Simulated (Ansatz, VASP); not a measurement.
## Two plane-wave programs on Fe

```xyz
1
Lattice="-1.4430 1.4430 1.4430 1.4430 -1.4430 1.4430 1.4430 1.4430 -1.4430" Properties=species:S:1:pos:R:3 pbc="T T T"
Fe    0.0000    0.0000    0.0000
```

Alike in both runs: task single point; functional PBEsol; k mesh 13 × 13 × 13; occupations fermi-dirac, width 0.05 eV; collinear spin.

```csv
,VASP,Ansatz
version,VASP 6.6.1,Ansatz 0.2.0
potentials or method,"VASP PAW PBE potentials, release 64 (Fe_sv)",Ansatz PAW
plane-wave cutoff (eV),600,420
valence electrons in the cell,16,16
```

VASP gave:

```
gap on the k mesh at the Fermi level (eV)                     : none
pressure (GPa)                                                : -20.9
net moment per atom (μB)                                      : 2.26
size of the moment on the site where the two differ most (μB) : 2.26
```

Task: Estimate Ansatz's values.

Result: gap on the k mesh at the Fermi level (eV): none; pressure (GPa): -17.9; net moment per atom (μB): 2.26; size of the moment on the site where the two differ most (μB): 2.31.

VASP's potentials were made for PBE, not for PBEsol. Site moments also hang on the region over which each program counts them. A gap of «none» marks a metal or a gap that the smearing closes.
